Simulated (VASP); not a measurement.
# Ti3SiN4 in VASP: relaxation of the atoms with PBE

Aim: the relaxation of the atoms of Ti3SiN4 with PBE.

Program: VASP 6.6.1. These are calculated values, not measurements. Logs are shortened: lines on timing, memory, paths and dates and some standing lists are left out, and cuts for length are marked.

## 1. The cell of the first run

The cell holds a slab with vacuum, 8 atoms: a = 3.003 Å, b = 3.003 Å, c = 22.623 Å, α = 90.00°, β = 90.00°, γ = 120.00°.

## 2. Relaxation of the atoms, PBE

Input file INCAR:

```
SYSTEM = Ti3SiN4
PREC     = Accurate       ! precision mode
ENCUT    = 520            ! plane-wave cutoff, eV
EDIFF    = 1E-6           ! SCF threshold, eV
ISMEAR   = 0              ! smearing method
SIGMA    = 0.1            ! smearing width, eV
LREAL    = .False.        ! projectors in reciprocal space
LASPH    = .True.         ! aspherical terms in the spheres
NELM     = 60             ! most SCF steps
ALGO     = Normal         ! electronic algorithm
ISIF     = 2              ! what is computed and relaxed
LWAVE    = .False.        ! write WAVECAR
LCHARG   = .False.        ! write CHGCAR
LDIPOL   = .True.       
IDIPOL   = 3            
DIPOL    = 0.5 0.5 0.368
GGA      = PE             ! functional
IBRION   = 2              ! ionic algorithm
NSW      = 36             ! ionic steps
EDIFFG   = -0.025         ! ionic threshold
```

Input file KPOINTS:

```
regular mesh
0
Gamma
  9 9 1
  0 0 0
```

Input file POSCAR:

```
Ti3SiN4
1.0
    3.0028555065      0.0000000000      0.0000000000
   -1.5014277533      2.6005491526      0.0000000000
    0.0000000000      0.0000000000     22.6233846960
N Ti Si
4 3 1
Selective dynamics
Direct
    0.3333333333      0.6666666667      0.1768082033  F F F
    0.0000000000      0.0000000000      0.2851837309  F F F
    0.6666666667      0.3333333333      0.3897111675  F F F
    0.3333333333      0.6666666667      0.4916764156  F F F
    0.6666666667      0.3333333333      0.2309959671  F F F
    0.3333333333      0.6666666667      0.3401655979  F F F
    0.0000000000      0.0000000000      0.4575116027  F F F
    0.3333333333      0.6666666667      0.5721241481  F F T
```

Potentials or basis: VASP PAW PBE potentials, release 64 (N, Ti_sv, Si).

The run is started by

```sh
> cat potpaw_PBE.64/N/POTCAR potpaw_PBE.64/Ti_sv/POTCAR potpaw_PBE.64/Si/POTCAR > POTCAR
> mpirun -np 1 vasp_std > vasp.out
```

OUTCAR:

```text
SYSTEM = Ti3SiN4
   PREC = Accurate
   ENCUT = 520
   EDIFF = 1E-6
   ISMEAR = 0
   LREAL = .False.
   LASPH = .True.
   NELM = 60
   ISIF = 2
   GGA = PE
   IBRION = 2
   NSW = 36
   EDIFFG = -0.025

 ion  position               nearest neighbor table
   1  0.333  0.667  0.177-   5 2.12   5 2.12   5 2.12
   2  0.000  0.000  0.285-   5 2.12   5 2.12   5 2.12   6 2.13   6 2.13   6 2.13
   3  0.667  0.333  0.390-   6 2.06   6 2.06   6 2.06   7 2.31   7 2.31   7 2.31
   4  0.333  0.667  0.492-   8 1.82   7 1.90   7 1.90   7 1.90
   5  0.667  0.333  0.231-   1 2.12   2 2.12   1 2.12   2 2.12   2 2.12   1 2.12
   6  0.333  0.667  0.340-   3 2.06   3 2.06   3 2.06   2 2.13   2 2.13   2 2.13
   7  0.000  0.000  0.458-   4 1.90   4 1.90   4 1.90   3 2.31   3 2.31   3 2.31
   8  0.333  0.667  0.572-   4 1.82

  LATTYP: Found a hexagonal cell.
 ALAT       =     3.0028555065
 C/A-ratio  =     7.5339571441

  Lattice vectors:

 A1 = (   3.0028555065,   0.0000000000,   0.0000000000)
 A2 = (  -1.5014277533,   2.6005491526,   0.0000000000)
 A3 = (   0.0000000000,   0.0000000000,  22.6233846960)

Analysis of symmetry for initial positions (statically):
=====================================================================
 Subroutine PRICEL returns:
 Original cell was already a primitive cell.

 Routine SETGRP: Setting up the symmetry group for a
 hexagonal supercell.

 Subroutine GETGRP returns: Found  6 space group operations
 (whereof  6 operations were pure point group operations)
 out of a pool of 24 trial point group operations.

The static configuration has the point symmetry C_3v.

Analysis of symmetry for dynamics (positions and initial velocities):
=====================================================================
 Subroutine PRICEL returns:
 Original cell was already a primitive cell.

 Routine SETGRP: Setting up the symmetry group for a
 hexagonal supercell.

 Subroutine GETGRP returns: Found  6 space group operations
 (whereof  6 operations were pure point group operations)
 out of a pool of 24 trial point group operations.

The dynamic configuration has the point symmetry C_3v.

Analysis of constrained symmetry for selective dynamics:
=====================================================================
 Subroutine PRICEL returns:
 Original cell was already a primitive cell.

 Routine SETGRP: Setting up the symmetry group for a
 hexagonal supercell.

 Subroutine GETGRP returns: Found  6 space group operations
 (whereof  6 operations were pure point group operations)
 out of a pool of 24 trial point group operations.

The constrained configuration has the point symmetry C_3v.

 Subroutine INISYM returns: Found  6 space group operations
 (whereof  6 operations are pure point group operations),
 and found     1 'primitive' translations

----------------------------------------------------------------------------------------

                                     Primitive cell

  volume of cell :     176.6677

  direct lattice vectors                    reciprocal lattice vectors
     3.002855506  0.000000000  0.000000000     0.333016357  0.192267083  0.000000000
    -1.501427753  2.600549153  0.000000000     0.000000000  0.384534166  0.000000000
     0.000000000  0.000000000 22.623384696     0.000000000  0.000000000  0.044202051

  length of vectors
     3.002855506  3.002855507 22.623384696     0.384534166  0.384534166  0.044202051

  position of ions in fractional coordinates (direct lattice)
     0.333333333  0.666666667  0.176808203
     0.000000000  0.000000000  0.285183731
     0.666666667  0.333333333  0.389711168
     0.333333333  0.666666667  0.491676416
     0.666666667  0.333333333  0.230995967
     0.333333333  0.666666667  0.340165598
     0.000000000  0.000000000  0.457511603
     0.333333333  0.666666667  0.572124148

  ion indices of the primitive-cell ions
   primitive index   ion index
                 1           1
                 2           2
[... 66 lines left out ...]
   LREAL  =      F    real-space projection
   EDIFFG = -.3E-01   stopping-criterion for IOM
   NSW    =     36    number of steps for IOM
   IBRION =      2    ionic relax: 0-MD 1-quasi-New 2-CG
   NFREE  =      1    steps in history (QN), initial steepest desc. (CG)
   ISIF   =      2    stress and relaxation
   ISYM   =      2    0-nonsym 1-usesym 2-fastsym
   POTIM  = 0.5000    time-step for ionic-motion
   TEBEG  =    0.0;   TEEND  =   0.0 temperature during run
   PSTRESS=    0.0 pullay stress
   NELECT =      60.0000    total number of electrons
   NUPDOWN=      -1.0000    fix difference up-down
   EMIN   =  10.00;   EMAX   =-10.00  energy-range for DOS
   EFERMI =   0.00;   METHOD = LEGACY
   ISMEAR =     0;   SIGMA  =   0.10  broadening in eV -4-tet -1-fermi 0-gaus
   EFERMI_NEDOS =   21; number of points for ismear=-14 and -15
   IALGO  =     38    algorithm
   IMIX   =      4    mixing-type and parameters
     AMIX     =   0.40;   BMIX     =  1.00
     AMIX_MAG =   1.60;   BMIX_MAG =  1.00
  volume/ion in A,a.u.               =      22.08       149.03
  Fermi-wavevector in a.u.,A,eV,Ry     =   1.142193  2.158432 17.750231  1.304605
  Thomas-Fermi vector in A             =   2.278892
   LORBIT       =      0    0 simple, 1 ext, 2 COOP (PROOUT), +10 PAW based schemes
   GGA     = PE    functional components
   LHFCALC =     F    Hartree Fock is set to
   AEXX    =    0.0000 exact exchange contribution
   IVDW    =     0    specifies the selected vdW correction
   LEPSILON=     F    determine dielectric tensor
   LRPA    =     F    only Hartree local field effects (RPA)
 conjugate gradient relaxation of ions
 non-spin polarized calculation
 Gauss-broadening in eV      SIGMA  =   0.10
  energy-cutoff  :      520.00
  volume of cell :      176.67
 maximum number of plane-waves:      4849
 NGX is ok and might be reduce to    24
   NGX = 11   NGY = 11   NGZ = 85

 dipolmoment           0.000000      0.000000      0.778248 electrons x Angstroem

--------------------------------------- Ionic step        1  -------------------------------------------

 number of electron      60.0000012 magnetization

 Free energy of the ion-electron system (eV)
  ---------------------------------------------------
  ext. energy  EPLUGINS =         0.00000000
  ---------------------------------------------------
  free energy    TOTEN  =       -69.34965970 eV

  energy without entropy =      -69.32746425  energy(sigma->0) =      -69.33856198

------------------------ aborting loop because EDIFF is reached ----------------------------------------

  FORCE on cell =-STRESS in cart. coord.  units (eV):
  Direction    XX          YY          ZZ          XY          YZ          ZX
  --------------------------------------------------------------------------------------
  -------------------------------------------------------------------------------------
  Total        2.8401244      2.8401244     -2.6968558     -0.0000000      0.0000000      0.0000000
  in kB       25.7567382     25.7567382    -24.4574525     -0.0000000      0.0000000      0.0000000
  external PRESSURE =       9.0186746 kB  Pullay stress =       0.0000000 kB

 VOLUME and BASIS-vectors are now :
 -----------------------------------------------------------------------------
  energy-cutoff  :      520.00
  volume of cell :      176.67
      direct lattice vectors                 reciprocal lattice vectors
     3.002855506  0.000000000  0.000000000     0.333016357  0.192267083  0.000000000
    -1.501427753  2.600549153  0.000000000     0.000000000  0.384534166  0.000000000
     0.000000000  0.000000000 22.623384696     0.000000000  0.000000000  0.044202051

 POSITION                                       TOTAL-FORCE (eV/Angst)
 -----------------------------------------------------------------------------------
     -0.00000      1.73370      4.00000        -0.000000      0.000000      4.328620
      0.00000      0.00000      6.45182        -0.000000      0.000000      1.226067
      1.50143      0.86685      8.81659         0.000000     -0.000000      1.555227
     -0.00000      1.73370     11.12338        -0.000000      0.000000      2.624426
      1.50143      0.86685      5.22591        -0.000000     -0.000000     -5.605066
     -0.00000      1.73370      7.69570        -0.000000      0.000000     -0.416809
      0.00000      0.00000     10.35046         0.000000      0.000000     -3.774383
     -0.00000      1.73370     12.94338         0.000000      0.000000      0.061919
 -----------------------------------------------------------------------------------
    total drift:                                0.000000     -0.000000     -0.000338

  FREE ENERGIE OF THE ION-ELECTRON SYSTEM (eV)
  ---------------------------------------------------
  free  energy   TOTEN  =       -69.3496596984 eV

  energy  without entropy=      -69.3274642542  energy(sigma->0) =      -69.33856198

--------------------------------------- Ionic step        2  -------------------------------------------

 number of electron      60.0000012 magnetization

 dipolmoment           0.000000      0.000000     -0.178853 electrons x Angstroem

 Free energy of the ion-electron system (eV)
  ---------------------------------------------------
  ext. energy  EPLUGINS =         0.00000000
  ---------------------------------------------------
  free energy    TOTEN  =       -69.34978517 eV

  energy without entropy =      -69.32760058  energy(sigma->0) =      -69.33869287

 E-fermi :   1.2288     XC(G=0):  -6.4722

 val. band max:        1.2070619952   @ k =   0.3333   0.2222   0.0000
 cond. band min:       1.2342957010   @ k =   0.2222   0.0000   0.0000
 fundamental gap:      0.0272337058
 Fermi energy:         1.2288108743

 k-point     1 :       0.0000    0.0000    0.0000
  band No.  band energies     occupation
      1     -56.7599      2.00000
      2     -56.6445      2.00000
      3     -55.4103      2.00000
      4     -33.1352      2.00000
      5     -32.9165      2.00000
      6     -32.8403      2.00000
[... 457 lines left out ...]
     35       2.6700      0.00000
     36       2.9891      0.00000

------------------------ aborting loop because EDIFF is reached ----------------------------------------

 vacuum level on the upper side and lower side of the slab       (xc-potential included)        -2.151         1.934

  FORCE on cell =-STRESS in cart. coord.  units (eV):
  Direction    XX          YY          ZZ          XY          YZ          ZX
  --------------------------------------------------------------------------------------
  -------------------------------------------------------------------------------------
  Total        2.8384522      2.8384522     -2.7582430     -0.0000000      0.0000000      0.0000000
  in kB       25.7415729     25.7415729    -25.0141662     -0.0000000      0.0000000      0.0000000
  external PRESSURE =       8.8229932 kB  Pullay stress =       0.0000000 kB

 VOLUME and BASIS-vectors are now :
 -----------------------------------------------------------------------------
  energy-cutoff  :      520.00
  volume of cell :      176.67
      direct lattice vectors                 reciprocal lattice vectors
     3.002855506  0.000000000  0.000000000     0.333016357  0.192267083  0.000000000
    -1.501427753  2.600549153  0.000000000     0.000000000  0.384534166  0.000000000
     0.000000000  0.000000000 22.623384696     0.000000000  0.000000000  0.044202051

 POSITION                                       TOTAL-FORCE (eV/Angst)
 -----------------------------------------------------------------------------------
     -0.00000      1.73370      4.00000         0.000000     -0.000000      4.328713
      0.00000      0.00000      6.45182         0.000000     -0.000000      1.226252
      1.50143      0.86685      8.81659        -0.000000     -0.000000      1.554733
     -0.00000      1.73370     11.12338         0.000000     -0.000000      2.651624
      1.50143      0.86685      5.22591        -0.000000      0.000000     -5.604935
     -0.00000      1.73370      7.69570         0.000000      0.000000     -0.417521
      0.00000      0.00000     10.35046        -0.000000     -0.000000     -3.761762
     -0.00000      1.73370     12.94637         0.000000      0.000000      0.022896
 -----------------------------------------------------------------------------------
    total drift:                                0.000000     -0.000000     -0.000158

  FREE ENERGIE OF THE ION-ELECTRON SYSTEM (eV)
  ---------------------------------------------------
  free  energy   TOTEN  =       -69.3497851670 eV

  energy  without entropy=      -69.3276005767  energy(sigma->0) =      -69.33869287

 reached required accuracy - stopping structural energy minimisation

 vacuum level on the upper side and lower side of the slab         4.999         9.183
```

It took 4.2 min on 1 thread of Intel Xeon Platinum 8259CL at 2.50GHz (Skylake/Cascade Lake), shared host; peak memory 0.34 GiB.

Results:

* Free energy: -69.3498 eV
* Energy gained by relaxing: 0.0 meV/atom
* Ionic steps: 2
* Band gap on the k mesh: zero (bands 30 and 31 overlap by 1.15 eV)

Step by step:
```csv
step,energy change (eV),largest force on free atoms (eV/Å),pressure (GPa)
1,0.0000,0.0619,0.90
2,-0.0001,0.0229,0.88
```

Final structure:
```
N Ti Si
1.0
     3.00286    0.00000    0.00000
    -1.50143    2.60055    0.00000
     0.00000    0.00000   22.62338
N Ti Si
4 3 1
Direct
  0.33333 0.66667 0.17681
  0.00000 0.00000 0.28518
  0.66667 0.33333 0.38971
  0.33333 0.66667 0.49168
  0.66667 0.33333 0.23100
  0.33333 0.66667 0.34017
  0.00000 0.00000 0.45751
  0.33333 0.66667 0.57226
```

Levels at points of the mesh, in eV from the Fermi level:
| k point | band 27 | band 28 | band 29 | band 30 | band 31 | band 32 | band 33 | band 34 |
| --- | --- | --- | --- | --- | --- | --- | --- | --- |
| (0.00, 0.00, 0.00) | -0.84 | 0.01 | 0.01 | 0.20 | 0.20 | 0.79 | 0.84 | 0.84 |

The gap in the log of VASP goes by the Fermi energy; the results here count the filled bands.